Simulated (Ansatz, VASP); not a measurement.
One calculation of P, two programs

```
CELL_PARAMETERS angstrom
1.72573 0.99635 3.12968
-1.72573 0.99635 3.12968
0.00000 -1.99270 3.12968
ATOMIC_POSITIONS crystal
P 0.17258 0.17258 0.29258
P 0.82742 0.82742 0.70742
```

Change from the starting cell: shortest bond scaled by 0.76, LAPW.

Alike in both runs: task single point; functional PBEsol; k mesh 11 × 11 × 11; occupations fermi-dirac, width 0.05 eV; no spin polarisation.

```csv
,VASP,Ansatz
version,VASP 6.6.1,Ansatz 0.2.0
potentials or method,"VASP PAW PBE potentials, release 64 (P), cutoff 520 eV","all-electron LAPW, scalar-relativistic"
```

```tsv
	VASP	Ansatz	Ansatz less VASP
pressure (GPa)	35.1	35.6	+0.42
traceless stress, the component that is largest in VASP (GPa)	43.58	44.11	+0.532
rms of the force components (eV/Å)	7.137	7.209	+0.0728
```

VASP's potentials were made for PBE, not for PBEsol. Atom by atom the forces differ by 0.073 eV/Å (rms over components). Both programs put the cell under a high pressure, so it lies far from rest at this level. Ansatz ran all-electron here, and VASP with PAW potentials.
